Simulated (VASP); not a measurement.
Input of a VASP 6.6.1 run:

Contents of INCAR:

```
PREC = Accurate
ENCUT = 520
EDIFF = 1E-6
ISMEAR = 0
SIGMA = 0.1
LREAL = F
LASPH = T
NELM = 80
ALGO = Normal
ISIF = 2
LWAVE = F
LCHARG = F
GGA = PE
NBANDS = 56
```

File KPOINTS:

```
regular mesh
0
Gamma
  2 2 2
```

The input POSCAR:

```
BeCd2Te3
1.0
    2.3936462720      0.0013119623     -7.2105540137
    7.6639968732     -0.0011071712      0.0238643042
    3.8329701932     -6.7244834117      0.0131062105
Be Cd Te
2 4 6
Direct
    0.9955523385      0.0789461917      0.8473064647
    0.4955200753      0.9261195109      0.1527932574
    0.9994247864      0.4179588625      0.1709294905
    1.0010201077      0.7553935294      0.4840175825
    0.4993859136      0.5887728920      0.8289303584
    0.5009919040      0.2390674086      0.5159882328
    0.8439635925      0.8294906090      0.1324798574
    0.8929083925      0.1140867792      0.5414925092
    0.8921783484      0.4266843348      0.8298393170
    0.3921681256      0.2563917738      0.1700976877
    0.3439576271      0.9617333901      0.8676418047
    0.3929287886      0.6553547179      0.4584834379
```

Potentials or basis: VASP PAW PBE potentials, release 64 (Be, Cd, Te).

Command:

```bash
$ cat potpaw_PBE.64/Be/POTCAR potpaw_PBE.64/Cd/POTCAR potpaw_PBE.64/Te/POTCAR > POTCAR
$ mpirun -np 1 vasp_std > vasp.out
```

Question: Estimate the pressure.

Answer: 0.1 GPa.

Question: Predict the band gap on the k mesh.

Answer: 1.25 eV.

Question: What does it give for the largest force?

Answer: 0.011 eV/Å.

Forces on the atoms (eV/Å):
```
Be   0.004 -0.007 -0.003
Be   0.003  0.009 -0.005
Cd   0.007 -0.007  0.004
Cd  -0.004  0.007 -0.002
Cd   0.008  0.005  0.003
Cd  -0.003 -0.008 -0.001
Te  -0.001  0.007  0.006
Te   0.000 -0.004 -0.002
Te  -0.009 -0.004 -0.002
Te  -0.007  0.003 -0.001
Te   0.001 -0.004  0.005
Te   0.000  0.004 -0.001
```

Caveat: the k points lie up to 0.49 Å⁻¹ apart; spin-orbit coupling is left out, which moves the levels of the heavy elements.
